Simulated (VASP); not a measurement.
ZnO:

```
Zn O
1.0
     2.97686    0.00000    0.00000
    -1.48843    2.57804    0.00000
     0.00000    0.00000    5.12563
Zn O
2 2
Direct
  0.00000 0.00000 0.00000
  0.00000 0.00000 0.50000
  0.33333 0.66667 0.25000
  0.66667 0.33333 0.75000
```

Base run:

- Program: VASP 6.6.1
- Functional: r2SCAN
- Potentials or basis: VASP PAW PBE potentials, release 64 (Zn, O_h)
- Cutoff: 910 eV
- k mesh: 12 × 12 × 6
- Occupations: gaussian, width 0.01 eV
- Spin: no spin polarisation

Its results: band gap on the k mesh 1.34 eV; pressure 1.0 GPa.

Q: The run is repeated on the same cell with these changes: functional from r2SCAN to PBE; occupations from gaussian, width 0.01 eV to fermi-dirac, width 0.02 eV. What comes out?

A: Band gap on the k mesh 0.73 eV; pressure 8.8 GPa.

Caveats: the cutoff is under 1.25 times the usual one of these potentials, so pressure, stress and relaxed cells hold a basis-set (Pulay) error; the PAW data sets were made with another functional, which shifts forces and pressure a little (at least some runs); the cell stands under pressure (at least some runs).

